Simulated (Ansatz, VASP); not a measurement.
**One calculation of Pd, two programs**

File INCAR:

```
  ALGO = Normal
  EDIFF = 1E-6
  ENCUT = 520
  GGA = PE
  ISIF = 2
  ISMEAR = 0
  LASPH = True
  LCHARG = True
  LELF = True
  LREAL = False
  LVHAR = True
  LWAVE = False
  NBANDS = 11
  NELM = 80
  PREC = Accurate
  SIGMA = 0.1
```

Contents of KPOINTS:

```
k-points
0
Gamma
  18 18 18
```

Contents of POSCAR:

```
Pd
1.0
    0.0000000000      1.9898466390      1.9898466390
    1.9898466390      0.0000000000      1.9898466390
    1.9898466390      1.9898466390      0.0000000000
Pd
1
Direct
    0.0000000000      0.0000000000      0.0000000000
```

Input for Ansatz:

```yaml
crystal:
  lattice:
    - [0.0, 1.989846639, 1.989846639]
    - [1.989846639, 0.0, 1.989846639]
    - [1.989846639, 1.989846639, 0.0]
  atoms:
    - { symbol: Pd, position: [0.0, 0.0, 0.0] }
basis:
  ecutwfc: 420
kpoints:
  mp_grid: { grid: [18, 18, 18] }
hamiltonian:
  xc: pbe
scf:
  occupations: { method: gaussian, width: 0.1 }
output:
  forces: true
  stress: true
  eigenvalues: true
  populations: true
```

Alike in both runs: task single point; functional PBE; k mesh 18 × 18 × 18; occupations gaussian, width 0.1 eV; no spin polarisation.

|  | VASP | Ansatz |
| --- | --- | --- |
| version | VASP 6.6.1 | Ansatz 0.2.0 |
| potentials or method | VASP PAW PBE potentials, release 64 (Pd), cutoff 520 eV | scalar-relativistic, plane waves, PAW |
| valence electrons in the cell | 10 | 18 |

|  | VASP | Ansatz | Ansatz less VASP |
| --- | --- | --- | --- |
| gap on the k mesh at the Fermi level (eV) | none | none | - |
| pressure (GPa) | -4.7 | -4.4 | +0.25 |

A gap of «none» marks a metal or a gap that the smearing closes. The functional is the same, so the differences come from potentials, cutoffs and numerics. VASP's potentials hold 10 valence electrons a cell and Ansatz's 18, so a difference there can come from the potentials and not from the codes.
